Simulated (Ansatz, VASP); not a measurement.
Two plane-wave programs on Zr2Cl

Contents of INCAR:

```
ALGO = Normal
EDIFF = 1E-6
ENCUT = 520
GGA = PE
ISIF = 2
ISMEAR = 0
ISPIN = 2
LASPH = T
LCHARG = F
LMAXMIX = 4
LORBIT = 11
LREAL = F
LWAVE = F
MAGMOM = 1 1 0
NBANDS = 26
NELM = 150
PREC = Accurate
SIGMA = 0.1
```

The input KPOINTS:

```
k-points
0
Gamma
  6 6 6
```

POSCAR

```
Zr2Cl
1.0
    0.0000000000      3.1388012800      3.1388012800
    3.1388012800      0.0000000000      3.1388012800
    3.1388012800      3.1388012800      0.0000000000
Zr Cl
2 1
Direct
    0.7500000000      0.7500000000      0.7500000000
    0.2500000000      0.2500000000      0.2500000000
    0.0000000000      0.0000000000      0.0000000000
```

Input for Ansatz:

```yaml
crystal:
  lattice:
    - [0.0, 3.13880128, 3.13880128]
    - [3.13880128, 0.0, 3.13880128]
    - [3.13880128, 3.13880128, 0.0]
  atoms:
    - { symbol: Zr, position: [0.75, 0.75, 0.75], spin: 1.0 }
    - { symbol: Zr, position: [0.25, 0.25, 0.25], spin: 1.0 }
    - { symbol: Cl, position: [0.0, 0.0, 0.0] }
basis:
  ecutwfc: 420
kpoints:
  mp_grid: { grid: [6, 6, 6] }
hamiltonian:
  xc: pbe
scf:
  occupations: { method: gaussian, width: 0.1 }
  lower_state_search: "off"
output:
  forces: true
  stress: true
  eigenvalues: true
  populations: true
magnetization:
  spin_polarized: true
```

Change from the starting cell: species swapped into the Li2S type (Fm-3m, No. 225).

Alike in both runs: task single point; functional PBE; k mesh 6 × 6 × 6; occupations gaussian, width 0.1 eV; collinear spin.

```csv
,VASP,Ansatz
version,VASP 6.6.1,Ansatz 0.2.0
potentials or method,"VASP PAW PBE potentials, release 64 (Zr_sv, Cl), cutoff 520 eV","scalar-relativistic, plane waves, PAW"
valence electrons in the cell,31,31
```

|  | VASP | Ansatz | Ansatz less VASP |
| --- | --- | --- | --- |
| gap on the k mesh at the Fermi level (eV) | none | none | - |
| pressure (GPa) | 0.8 | 0.6 | -0.20 |
| net moment per atom (μB) | 0.00 | 0.00 | 0.000 |

A gap of «none» marks a metal or a gap that the smearing closes. Ansatz's warnings: seeded moment not kept.
